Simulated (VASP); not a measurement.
Crystal: Re.

```xyz
2
Lattice="2.7608 0.0000 0.0000 -1.3804 2.3909 0.0000 0.0000 0.0000 4.4582" Properties=species:S:1:pos:R:3 pbc="T T T"
Re    0.0000    1.5939    1.1145
Re    1.3804    0.7970    3.3436
```

- Program: VASP 6.6.1
- Task: relaxation of cell and atoms
- Functional: LDA
- Potentials or basis: VASP PAW LDA potentials, release 64 (Re_sv_GW)
- Cutoff: 500 eV
- k mesh: 14 × 14 × 8
- Occupations: fermi-dirac, width 0.1 eV
- Spin: no spin polarisation

At the start: pressure -10.9 GPa; volume 14.71 Å³/atom.

Question: Where does the relaxation end?

Answer: Over 10 steps the energy falls by 14.1 meV/atom and the volume is 14.31 Å³/atom (-2.7 %); space group P6_3/mmc (No. 194, to 0.1 Å) before and after.

The path:
```
step  energy change (eV)  largest force (eV/Å)  pressure (GPa)  volume (Å³)
   1              0.0000                0.0000          -10.85        29.43
   2              0.5579                0.0000           64.52        25.38
   3             -0.0280                0.0000           -0.66        28.67
   4             -0.0281                0.0000           -0.09        28.63
   5             -0.0281                0.0000            0.14        28.61
   6             -0.0281                0.0000           -0.50        28.65
   7             -0.0281                0.0000           -0.08        28.63
   8             -0.0281                0.0000            0.11        28.61
   9             -0.0281                0.0000            0.01        28.62
  10             -0.0281                0.0000           -0.02        28.62
```

Final structure:
```xyz
2
Lattice="2.7365 0.0000 0.0000 -1.3682 2.3699 0.0000 0.0000 0.0000 4.4133" Properties=species:S:1:pos:R:3 pbc="T T T"
Re    0.0000    1.5799    1.1033
Re    1.3682    0.7900    3.3100
```
